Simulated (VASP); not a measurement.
# Ag (P6_3/mmc) in VASP: a series of runs

The runs below take Ag through single point, with LDA.

All numbers are computed with VASP 6.6.1; they aren't measurements. Logs are shortened: lines on timing, memory, paths and dates and some standing lists are left out, and cuts for length are marked.

**1. The cell of the first run**

It takes space group P6_3/mmc (No. 194, hexagonal). The conventional cell has a = 2.910 Å, b = 2.910 Å, c = 4.758 Å, α = 90.00°, β = 90.00°, γ = 120.00°. Ag (site symmetry -6m2) has 12 Ag at 2.91 Å within 3.8 Å.

This isn't the form of Ag at room conditions, which is fcc.

**2. Single point, LDA**

INCAR reads:

```
SYSTEM = Ag
PREC = Accurate
ENCUT = 520
EDIFF = 1E-6
ISMEAR = -1
SIGMA = 0.05
LREAL = .False.
LASPH = .True.
NELM = 60
ALGO = Fast
ISIF = 2
LWAVE = .False.
LCHARG = .False.
GGA = CA
NBANDS = 18
```

KPOINTS reads:

```
Automatic mesh
0
Gamma
  10 10 6
  0 0 0
```

POSCAR reads:

```
Ag
1.0
    2.9103349780      0.0000000000      0.0000000000
   -1.4551674890      2.5204240244      0.0000000000
    0.0000000000      0.0000000000      4.7578513803
Ag
2
Direct
    0.6666666667      0.3333333333      0.7500000000
    0.3333333333      0.6666666667      0.2500000000
```

Potentials or basis: VASP PAW LDA potentials, release 64 (Ag).

Started as:

```sh
cat potpaw_LDA.64/Ag/POTCAR > POTCAR
mpirun -np 1 vasp_std > vasp.out
```

OUTCAR:

```text
SYSTEM = Ag
   PREC = Accurate
   ENCUT = 520
   EDIFF = 1E-6
   ISMEAR = -1
   LREAL = .False.
   LASPH = .True.
   NELM = 60
   ISIF = 2
   GGA = CA

 ion  position               nearest neighbor table
   1  0.667  0.333  0.750-   2 2.91   2 2.91   2 2.91   2 2.91   2 2.91   2 2.91
   2  0.333  0.667  0.250-   1 2.91   1 2.91   1 2.91   1 2.91   1 2.91   1 2.91

  LATTYP: Found a hexagonal cell.
 ALAT       =     2.9103349780
 C/A-ratio  =     1.6348122866

  Lattice vectors:

 A1 = (   2.9103349780,   0.0000000000,   0.0000000000)
 A2 = (  -1.4551674890,   2.5204240244,   0.0000000000)
 A3 = (   0.0000000000,   0.0000000000,   4.7578513803)

Analysis of symmetry for initial positions (statically):
=====================================================================
 Subroutine PRICEL returns:
 Original cell was already a primitive cell.

 Routine SETGRP: Setting up the symmetry group for a
 hexagonal supercell.

 Subroutine GETGRP returns: Found 24 space group operations
 (whereof 12 operations were pure point group operations)
 out of a pool of 24 trial point group operations.

The static configuration has the point symmetry D_3d.
 The point group associated with its full space group is D_6h.

Analysis of symmetry for dynamics (positions and initial velocities):
=====================================================================
 Subroutine PRICEL returns:
 Original cell was already a primitive cell.

 Routine SETGRP: Setting up the symmetry group for a
 hexagonal supercell.

 Subroutine GETGRP returns: Found 24 space group operations
 (whereof 12 operations were pure point group operations)
 out of a pool of 24 trial point group operations.

The dynamic configuration has the point symmetry D_3d.
 The point group associated with its full space group is D_6h.

 Subroutine INISYM returns: Found 24 space group operations
 (whereof 12 operations are pure point group operations),
 and found     1 'primitive' translations

----------------------------------------------------------------------------------------

                                     Primitive cell

  volume of cell :      34.9002

  direct lattice vectors                    reciprocal lattice vectors
     2.910334978  0.000000000  0.000000000     0.343603059  0.198379318  0.000000000
    -1.455167489  2.520424024  0.000000000     0.000000000  0.396758637  0.000000000
     0.000000000  0.000000000  4.757851380     0.000000000  0.000000000  0.210178906

[... 82 lines left out ...]
   NELM   =     60;   NELMIN=  2; NELMDL= -5     # of ELM steps
   EDIFF  = 0.1E-05   stopping-criterion for ELM
   LREAL  =      F    real-space projection
   EDIFFG = 0.1E-04   stopping-criterion for IOM
   NSW    =      0    number of steps for IOM
   IBRION =     -1    ionic relax: 0-MD 1-quasi-New 2-CG
   NFREE  =      0    steps in history (QN), initial steepest desc. (CG)
   ISIF   =      2    stress and relaxation
   ISYM   =      2    0-nonsym 1-usesym 2-fastsym
   POTIM  = 0.5000    time-step for ionic-motion
   TEBEG  =    0.0;   TEEND  =   0.0 temperature during run
   PSTRESS=    0.0 pullay stress
   NELECT =      22.0000    total number of electrons
   NUPDOWN=      -1.0000    fix difference up-down
   EMIN   =  10.00;   EMAX   =-10.00  energy-range for DOS
   EFERMI =   0.00;   METHOD = LEGACY
   ISMEAR =    -1;   SIGMA  =   0.05  broadening in eV -4-tet -1-fermi 0-gaus
   EFERMI_NEDOS =   21; number of points for ismear=-14 and -15
   IALGO  =     68    algorithm
   IMIX   =      4    mixing-type and parameters
     AMIX     =   0.40;   BMIX     =  1.00
     AMIX_MAG =   1.60;   BMIX_MAG =  1.00
  volume/ion in A,a.u.               =      17.45       117.76
  Fermi-wavevector in a.u.,A,eV,Ry     =   1.403697  2.652602 26.808430  1.970364
  Thomas-Fermi vector in A             =   2.526333
   LORBIT       =      0    0 simple, 1 ext, 2 COOP (PROOUT), +10 PAW based schemes
   GGA     = CA    functional components
   LHFCALC =     F    Hartree Fock is set to
   AEXX    =    0.0000 exact exchange contribution
   IVDW    =     0    specifies the selected vdW correction
   LEPSILON=     F    determine dielectric tensor
   LRPA    =     F    only Hartree local field effects (RPA)
 non-spin polarized calculation
 RMM-DIIS sequential band-by-band and
  energy-cutoff  :      520.00
  volume of cell :       34.90
 maximum number of plane-waves:       966
 NGX is ok and might be reduce to    24
   NGX = 11   NGY = 11   NGZ = 17

 number of electron      22.0000007 magnetization

 Free energy of the ion-electron system (eV)
  ---------------------------------------------------
  ext. energy  EPLUGINS =         0.00000000
  ---------------------------------------------------
  free energy    TOTEN  =        -7.45857944 eV

  energy without entropy =       -7.45292198  energy(sigma->0) =       -7.45575071

 E-fermi :   7.8073     XC(G=0): -12.4458

 val. band max:        7.6042759508   @ k =   0.3000   0.0000   0.3333
 cond. band min:       7.8539257425   @ k =   0.3000   0.2000   0.3333
 fundamental gap:      0.2496497918
 Fermi energy:         7.8072993395

 k-point     1 :       0.0000    0.0000    0.0000
  band No.  band energies     occupation
      1       0.1660      2.00000
      2       1.5745      2.00000
      3       3.1308      2.00000
      4       3.2320      2.00000
      5       3.2320      2.00000
      6       3.4626      2.00000
[... 481 lines left out ...]
      5       3.1639      2.00000
      6       3.7556      2.00000
[... 10 lines left out ...]
     17      20.0429      0.00000
     18      22.0575      0.00000

 [... further k-points ...]

------------------------ aborting loop because EDIFF is reached ----------------------------------------

  FORCE on cell =-STRESS in cart. coord.  units (eV):
  Direction    XX          YY          ZZ          XY          YZ          ZX
  --------------------------------------------------------------------------------------
  -------------------------------------------------------------------------------------
  Total       -1.8635576     -1.8635576     -1.9961362      0.0000000      0.0000000     -0.0000000
  in kB      -85.5511669    -85.5511669    -91.6375108      0.0000000      0.0000000     -0.0000000
  external PRESSURE =     -87.5799482 kB  Pullay stress =       0.0000000 kB

 VOLUME and BASIS-vectors are now :
 -----------------------------------------------------------------------------
  energy-cutoff  :      520.00
  volume of cell :       34.90
      direct lattice vectors                 reciprocal lattice vectors
     2.910334978  0.000000000  0.000000000     0.343603059  0.198379318  0.000000000
    -1.455167489  2.520424024  0.000000000     0.000000000  0.396758637  0.000000000
     0.000000000  0.000000000  4.757851380     0.000000000  0.000000000  0.210178906

 POSITION                                       TOTAL-FORCE (eV/Angst)
 -----------------------------------------------------------------------------------
      1.45517      0.84014      3.56839        -0.000000      0.000000      0.000000
     -0.00000      1.68028      1.18946         0.000000     -0.000000      0.000000
 -----------------------------------------------------------------------------------
    total drift:                               -0.000000      0.000000     -0.000000

  FREE ENERGIE OF THE ION-ELECTRON SYSTEM (eV)
  ---------------------------------------------------
  free  energy   TOTEN  =        -7.4585794436 eV

  energy  without entropy=       -7.4529219816  energy(sigma->0) =       -7.45575071
```

It took 37 s on 1 thread of Intel Xeon 8259CL, shared host; peak memory 0.15 GiB.

Results:

| Item | Value |
| --- | --- |
| Free energy | -7.4586 eV |
| Pressure | -8.8 GPa |
| Band gap on the k mesh | zero (bands 11 and 12 overlap by 6.40 eV) |

Caveat: the cell stands under tension.

**3. Single point, LDA**

This run uses another cell than the first one, of 17.81 Å³/atom.

INCAR reads:

```
PREC = Accurate
ENCUT = 520
EDIFF = 1E-6
ISMEAR = -1
SIGMA = 0.05
LREAL = False
LASPH = True
NELM = 60
ALGO = Normal
ISIF = 2
LWAVE = False
LCHARG = False
NBANDS = 18
```

KPOINTS reads:

```
regular mesh
0
Gamma
  10 10 6
```

POSCAR reads:

```
Ag
1.0
    2.9300000000      0.0000000000      0.0000000000
   -1.4650000000      2.5374544331      0.0000000000
    0.0000000000      0.0000000000      4.7900000000
Ag
2
Direct
    0.6666666667      0.3333333333      0.7500000000
    0.3333333333      0.6666666667      0.2500000000
```

Potentials or basis: VASP PAW LDA potentials, release 64 (Ag).

Started as:

```sh
cat potpaw_LDA.64/Ag/POTCAR > POTCAR
mpirun -np 1 vasp_std > vasp.out
```

OUTCAR:

```text
PREC = Accurate
   ENCUT = 520
   EDIFF = 1E-6
   ISMEAR = -1
   LREAL = False
   LASPH = True
   NELM = 60
   ISIF = 2

 ion  position               nearest neighbor table
   1  0.667  0.333  0.750-   2 2.93   2 2.93   2 2.93   2 2.93   2 2.93   2 2.93
   2  0.333  0.667  0.250-   1 2.93   1 2.93   1 2.93   1 2.93   1 2.93   1 2.93

  LATTYP: Found a hexagonal cell.
 ALAT       =     2.9300000000
 C/A-ratio  =     1.6348122867

  Lattice vectors:

 A1 = (   2.9300000000,   0.0000000000,   0.0000000000)
 A2 = (  -1.4650000000,   2.5374544331,   0.0000000000)
 A3 = (   0.0000000000,   0.0000000000,   4.7900000000)

Analysis of symmetry for initial positions (statically):
=====================================================================
 Subroutine PRICEL returns:
 Original cell was already a primitive cell.

 Routine SETGRP: Setting up the symmetry group for a
 hexagonal supercell.

 Subroutine GETGRP returns: Found 24 space group operations
 (whereof 12 operations were pure point group operations)
 out of a pool of 24 trial point group operations.

The static configuration has the point symmetry D_3d.
[... 162 lines left out ...]

 E-fermi :   7.5285     XC(G=0): -12.3283

 val. band max:        7.3228750906   @ k =   0.3000   0.0000   0.3333
 cond. band min:       7.5675118996   @ k =   0.3000   0.2000   0.3333
 fundamental gap:      0.2446368091
 Fermi energy:         7.5284597514

 k-point     1 :       0.0000    0.0000    0.0000
  band No.  band energies     occupation
      1       0.0370      2.00000
      2       1.4229      2.00000
      3       2.9272      2.00000
      4       3.0259      2.00000
      5       3.0259      2.00000
      6       3.2476      2.00000
[... 481 lines left out ...]
      5       2.9610      2.00000
      6       3.5340      2.00000
[... 10 lines left out ...]
     17      19.6164      0.00000
     18      21.6336      0.00000

 [... further k-points ...]

------------------------ aborting loop because EDIFF is reached ----------------------------------------

  FORCE on cell =-STRESS in cart. coord.  units (eV):
  Direction    XX          YY          ZZ          XY          YZ          ZX
  --------------------------------------------------------------------------------------
  -------------------------------------------------------------------------------------
  Total       -2.2499883     -2.2499883     -2.3844743      0.0000000      0.0000000      0.0000000
  in kB     -101.2253899   -101.2253899   -107.2758221      0.0000000      0.0000000      0.0000000
  external PRESSURE =    -103.2422006 kB  Pullay stress =       0.0000000 kB

 VOLUME and BASIS-vectors are now :
 -----------------------------------------------------------------------------
  energy-cutoff  :      520.00
  volume of cell :       35.61
      direct lattice vectors                 reciprocal lattice vectors
     2.930000000  0.000000000  0.000000000     0.341296928  0.197047873  0.000000000
    -1.465000000  2.537454433  0.000000000     0.000000000  0.394095747  0.000000000
     0.000000000  0.000000000  4.790000000     0.000000000  0.000000000  0.208768267

 POSITION                                       TOTAL-FORCE (eV/Angst)
 -----------------------------------------------------------------------------------
      1.46500      0.84582      3.59250         0.000000     -0.000000      0.000000
     -0.00000      1.69164      1.19750        -0.000000      0.000000      0.000000
 -----------------------------------------------------------------------------------
    total drift:                               -0.000000      0.000000     -0.000000

  FREE ENERGIE OF THE ION-ELECTRON SYSTEM (eV)
  ---------------------------------------------------
  free  energy   TOTEN  =        -7.4164515737 eV

  energy  without entropy=       -7.4109619338  energy(sigma->0) =       -7.41370675
```

OSZICAR:

```text
N       E                     dE             d eps       ncg     rms          rms(c)
DAV:   1     0.123012012205E+03    0.12301E+03   -0.11793E+04  2016   0.121E+03
DAV:   2    -0.597852869510E+01   -0.12899E+03   -0.12291E+03  2092   0.265E+02
DAV:   3    -0.799562199471E+01   -0.20171E+01   -0.20100E+01  2338   0.376E+01
DAV:   4    -0.800177177723E+01   -0.61498E-02   -0.61492E-02  2286   0.203E+00
DAV:   5    -0.800182213474E+01   -0.50358E-04   -0.50357E-04  2230   0.196E-01    0.694E+00
DAV:   6    -0.744086223423E+01    0.56096E+00   -0.14722E+00  2100   0.128E+01    0.450E+00
DAV:   7    -0.742438630403E+01    0.16476E-01   -0.12138E-02  2212   0.983E-01    0.255E+00
DAV:   8    -0.741643468776E+01    0.79516E-02   -0.87478E-04  2102   0.287E-01    0.702E-02
DAV:   9    -0.741645180990E+01   -0.17122E-04   -0.20039E-05  2392   0.308E-02    0.165E-02
DAV:  10    -0.741645157370E+01    0.23619E-06   -0.21387E-06  1872   0.144E-02
   1 F= -.74164516E+01 E0= -.74137068E+01  d E =-.548964E-02
```

Wall time 26 s (1 thread of Intel Xeon 8259CL, shared host); peak memory 0.16 GiB.

Results:

```
Free energy            : -7.4165 eV
Pressure               : -10.3 GPa
Band gap on the k mesh : zero (bands 11 and 12 overlap by 6.33 eV)
```

Caveat: the cell stands under tension.

**4. Single point, LDA**

This run uses another cell than the first one, of 18.16 Å³/atom.

INCAR reads:

```
PREC = Accurate
ENCUT = 520
EDIFF = 1E-7
ISMEAR = -1
SIGMA = 0.05
LREAL = False
LASPH = True
NELM = 60
ALGO = Normal
ISIF = 2
LWAVE = False
LCHARG = True
GGA = CA
LELF = True
LVHAR = True
NBANDS = 18
```

KPOINTS is that of step 3.

POSCAR reads:

```
Ag
1.0
    2.9494045390      0.0000000000      0.0000000000
   -1.4747022695      2.5542592568      0.0000000000
    0.0000000000      0.0000000000      4.8217227788
Ag
2
Direct
    0.6666666667      0.3333333333      0.7500000000
    0.3333333333      0.6666666667      0.2500000000
```

Started as:

```sh
cat potpaw_LDA.64/Ag/POTCAR > POTCAR
mpirun -np 1 vasp_std > vasp.out
```

Wall time 32 s (1 thread of Intel Xeon 8259CL, shared host); peak memory 0.16 GiB.

Results (log left out):

| Item | Value |
| --- | --- |
| Free energy | -7.3678 eV |
| Pressure | -11.7 GPa |
| Band gap on the k mesh | zero (bands 11 and 12 overlap by 6.27 eV) |

Stress tensor (GPa, compression positive):
```
-11.48   0.00   0.00
  0.00 -11.48   0.00
  0.00   0.00 -12.09
```

Levels at points of the mesh, in eV from the Fermi level:
| k point | band 9 | band 10 | band 11 | band 12 | band 13 | band 14 |
| --- | --- | --- | --- | --- | --- | --- |
| (0.00, 0.00, 0.00) | -3.90 | -2.98 | -2.98 | -0.24 | 3.24 | 15.54 |
| (0.50, 0.00, 0.00) | -2.81 | -2.73 | 0.15 | 1.41 | 6.55 | 6.86 |
| (0.00, 0.00, 0.50) | -3.27 | -3.27 | -3.27 | -3.27 | 10.65 | 10.65 |
| (0.50, 0.00, 0.50) | -2.78 | -2.78 | 0.83 | 0.83 | 4.23 | 4.23 |

Caveat: the cell stands under tension.

**5. Single point, LDA**

This run uses another cell than the first one, of 18.52 Å³/atom.

INCAR reads:

```
SYSTEM = Ag
ALGO     = Normal         ! electronic algorithm
EDIFF    = 1E-7           ! SCF threshold, eV
ENCUT    = 520            ! plane-wave cutoff, eV
GGA      = CA             ! functional
ISIF     = 2              ! what is computed and relaxed
ISMEAR   = -1             ! smearing method
LASPH    = .True.         ! aspherical terms in the spheres
LCHARG   = .False.        ! write CHGCAR
LREAL    = .False.        ! projectors in reciprocal space
LWAVE    = .False.        ! write WAVECAR
NBANDS   = 18             ! bands
NELM     = 60             ! most SCF steps
PREC     = Accurate       ! precision mode
SIGMA    = 0.05           ! smearing width, eV
```

KPOINTS reads:

```
k-points
0
Gamma
  10 10 6
  0 0 0
```

POSCAR reads:

```
Ag
1.0
    2.9685570532      0.0000000000      0.0000000000
   -1.4842785266      2.5708458207      0.0000000000
    0.0000000000      0.0000000000      4.8530335443
Ag
2
Direct
    0.6666666667      0.3333333333      0.7500000000
    0.3333333333      0.6666666667      0.2500000000
```

Started as:

```sh
cat potpaw_LDA.64/Ag/POTCAR > POTCAR
mpirun -np 1 vasp_std > vasp.out
```

Run time: 33 s. Hardware: 1 thread of Intel Xeon 8259CL, shared host; peak memory 0.16 GiB.

Results (log left out):

- Free energy: -7.3136 eV
- Pressure: -12.8 GPa
- Band gap on the k mesh: zero (bands 11 and 12 overlap by 6.20 eV)

Stress tensor (GPa, compression positive):
```
-12.63   0.00   0.00
  0.00 -12.63   0.00
  0.00   0.00 -13.24
```

Levels at points of the mesh, in eV from the Fermi level:
| k point | band 8 | band 9 | band 10 | band 11 | band 12 | band 13 | band 14 | band 15 |
| --- | --- | --- | --- | --- | --- | --- | --- | --- |
| (0.00, 0.00, 0.00) | -3.85 | -3.85 | -2.96 | -2.96 | -0.19 | 3.14 | 15.48 | 17.22 |
| (0.50, 0.00, 0.00) | -2.85 | -2.80 | -2.72 | 0.16 | 1.37 | 6.47 | 6.78 | 8.60 |
| (0.00, 0.00, 0.50) | -4.21 | -3.24 | -3.24 | -3.24 | -3.24 | 10.51 | 10.51 | 15.78 |
| (0.50, 0.00, 0.50) | -3.00 | -2.77 | -2.77 | 0.86 | 0.86 | 4.13 | 4.13 | 12.90 |

Caveat: the cell stands under tension.

**6. Single point, LDA**

This run uses another cell than the first one, of 18.87 Å³/atom.

INCAR reads:

```
  PREC = Accurate
  ENCUT = 520
  EDIFF = 1E-6
  ISMEAR = -1
  SIGMA = 0.05
  LREAL = False
  LASPH = True
  NELM = 80
  ALGO = Fast
  ISIF = 2
  LWAVE = False
  LCHARG = True
  GGA = CA
  LELF = True
  LVHAR = True
  NBANDS = 18
```

KPOINTS reads:

```
regular mesh
0
Gamma
  10 10 6
```

POSCAR reads:

```
Ag
1.0
    2.9874655697      0.0000000000      0.0000000000
   -1.4937327848      2.5872210763      0.0000000000
    0.0000000000      0.0000000000      4.8839454194
Ag
2
Direct
    0.6666666667      0.3333333333      0.7500000000
    0.3333333333      0.6666666667      0.2500000000
```

Potentials or basis: VASP PAW LDA potentials, release 64 (Ag).

Started as:

```sh
cat potpaw_LDA.64/Ag/POTCAR > POTCAR
mpirun -np 1 vasp_std > vasp.out
```

Wall time 37 s (1 thread of Intel Xeon 8259CL, shared host); peak memory 0.15 GiB.

It converged, with:

| Property | Result |
| --- | --- |
| Free energy | -7.2546 eV |
| Pressure | -13.7 GPa |
| Band gap on the k mesh | zero (bands 11 and 12 overlap by 6.14 eV) |

Stress tensor (GPa, compression positive):
```
-13.48   0.00   0.00
  0.00 -13.48   0.00
  0.00   0.00 -14.10
```

Levels at points of the mesh, in eV from the Fermi level:
| k point | band 7 | band 8 | band 9 | band 10 | band 11 | band 12 | band 13 | band 14 | band 15 | band 16 |
| --- | --- | --- | --- | --- | --- | --- | --- | --- | --- | --- |
| (0.00, 0.00, 0.00) | -4.11 | -3.81 | -3.81 | -2.95 | -2.95 | -0.13 | 3.05 | 15.43 | 17.00 | 17.00 |
| (0.50, 0.00, 0.00) | -3.50 | -2.84 | -2.79 | -2.72 | 0.17 | 1.33 | 6.39 | 6.71 | 8.45 | 9.83 |
| (0.00, 0.00, 0.50) | -4.14 | -4.14 | -3.22 | -3.22 | -3.22 | -3.22 | 10.38 | 10.38 | 15.72 | 15.72 |
| (0.50, 0.00, 0.50) | -2.98 | -2.98 | -2.76 | -2.76 | 0.88 | 0.88 | 4.03 | 4.03 | 12.76 | 12.76 |

Caveat: the cell stands under tension.

**7. Summary**

| cell | gap on the mesh (eV) | pressure (GPa) |
| --- | --- | --- |
| a = 2.910, b = 2.910, c = 4.758 Å, angles 90.0, 90.0, 120.0°, 2 atoms | none | -8.8 |
| a = 2.930, b = 2.930, c = 4.790 Å, angles 90.0, 90.0, 120.0°, 2 atoms | none | -10.3 |
| a = 2.949, b = 2.949, c = 4.822 Å, angles 90.0, 90.0, 120.0°, 2 atoms | none | -11.7 |
| a = 2.969, b = 2.969, c = 4.853 Å, angles 90.0, 90.0, 120.0°, 2 atoms | none | -12.8 |
| a = 2.987, b = 2.987, c = 4.884 Å, angles 90.0, 90.0, 120.0°, 2 atoms | none | -13.7 |

Alike in all rows: task single point; level LDA; potentials or basis VASP PAW LDA potentials, release 64 (Ag); no spin polarisation; k mesh 10 × 10 × 6; cutoff (eV) 520; smearing fermi-dirac 0.05 eV.

Caveats: the cell stands under tension.

Total energies depend on the potentials used, so only differences within one code and one set of settings carry meaning.
